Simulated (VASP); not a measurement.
Input of a VASP 6.6.1 run:

The input POSCAR:

```
TiO
1.0
    2.8550774358      0.0000000000      0.0000000000
   -1.4275387179      2.4725695892      0.0000000000
    0.0000000000      0.0000000000      5.5930374782
Ti O
2 2
Direct
    0.3333333333      0.6666666667      0.2500000000
    0.6666666667      0.3333333333      0.7500000000
    0.0000000000      0.0000000000      0.0000000000
    0.0000000000      0.0000000000      0.5000000000
```

Contents of INCAR.step1:

```
ALGO = Normal
EDIFF = 1E-4
ENCUT = 520
GGA = PE
ISMEAR = 0
LASPH = True
LCHARG = False
LREAL = False
LWAVE = True
NBANDS = 26
NELM = 80
PREC = Accurate
SIGMA = 0.1
```

File INCAR.step2:

```
ALGO = Normal
EDIFF = 1E-6
ENCUT = 520
ISIF = 2
ISMEAR = 0
ISTART = 1
LASPH = True
LCHARG = False
LMIXTAU = True
LREAL = False
LWAVE = False
METAGGA = R2SCAN
NBANDS = 26
NELM = 80
PREC = Accurate
SIGMA = 0.1
```

Contents of KPOINTS:

```
k-points
0
Gamma
  18 18 8
```

Potentials or basis: VASP PAW PBE potentials, release 64 (Ti_sv, O).

The run is started by

```bash
$ cat potpaw_PBE.64/Ti_sv/POTCAR potpaw_PBE.64/O/POTCAR > POTCAR
$ cp INCAR.step1 INCAR
$ mpirun -np 1 vasp_std > vasp.out
$ cp INCAR.step2 INCAR
$ mpirun -np 1 vasp_std > vasp.out
```

Q: Predict the band gap on the k mesh.

A: Zero (bands 18 and 19 overlap by 0.02 eV).

Q: What does it give for the pressure?

A: -5.3 GPa.

Stress tensor (GPa, compression positive):
```
-5.41  0.00  0.00
 0.00 -5.41  0.00
 0.00  0.00 -5.01
```

Caveat: the cell stands under tension; the PAW data sets were made with another functional, which shifts forces and pressure a little; semilocal functionals often make such compounds metallic where correlation or magnetic order opens a gap, which also shifts bond lengths.
